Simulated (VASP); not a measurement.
Set up this calculation in VASP 6.6.1, as the native input.

| Item | Value |
| --- | --- |
| Task | relaxation of cell and atoms |
| Functional | PBEsol |
| Potentials or basis | VASP PAW PBE potentials, release 64 (Na_pv) |
| Cutoff | 500 eV |
| k mesh | 16 × 16 × 16 |
| Occupations | fermi-dirac, width 0.1 eV |
| Spin | no spin polarisation |
| Target pressure | 19 GPa |
| Dipole correction | no |
| Further INCAR settings | ALGO = Normal; EDIFF = 1e-07; IBRION = 2; EDIFFG = -0.005; NSW = 60; ISIF = 3 |

The structure of Na lies in POSCAR:

```
Na
1.0
    0.0000000000      2.0985988386      2.0985988386
    2.0985988386      0.0000000000      2.0985988386
    2.0985988386      2.0985988386      0.0000000000
Na
1
Direct
    0.0000000000      0.0000000000      0.0000000000
```

This isn't the form of Na at room conditions, which is bcc.

These files were run (other wordings do the same):

INCAR

```
  ALGO = Normal
  EDIFF = 1E-7
  EDIFFG = -0.005
  ENCUT = 500
  GGA = PS
  GGA_COMPAT = F
  IBRION = 2
  ISIF = 3
  ISMEAR = -1
  LASPH = T
  LCHARG = F
  LREAL = F
  LWAVE = F
  NELM = 120
  NELMIN = 4
  NSW = 60
  PREC = Accurate
  PSTRESS = 190.0
  SIGMA = 0.1
```

KPOINTS

```
k-points
0
Gamma
  16 16 16
```

Potentials or basis: VASP PAW PBE potentials, release 64 (Na_pv).

Run with:

```sh
$ cat potpaw_PBE.64/Na_pv/POTCAR > POTCAR
$ mpirun -np 1 vasp_std > vasp.out
```

It gave:

```yaml
Relaxed_volume: 18.42 Å³/atom
Relaxed_cell: a = 2.964 Å, b = 2.964 Å, c = 2.964 Å, α = 60.00°, β = 60.00°, γ = 60.00°
Space_group_after_relaxing_to_0.1_Å: Fm-3m (No. 225)
Energy_change_on_relaxing_the_run_minimises_the_enthalpy: +7.5 meV/atom
Ionic_steps: 3
Pressure_after_relaxing: 19.0 GPa
Band_gap_on_the_k_mesh: zero (an odd number of electrons rules out a gap without spin polarisation)
```

Caveat: the cell is relaxed towards a set pressure, so the run minimises the enthalpy, not the energy; the PAW data sets were made with another functional, which shifts forces and pressure a little.

It took 12 s on 1 thread of Intel(R) Xeon(R) Platinum 8488C (Sapphire Rapids) (shared host), peak memory 0.13 GiB.
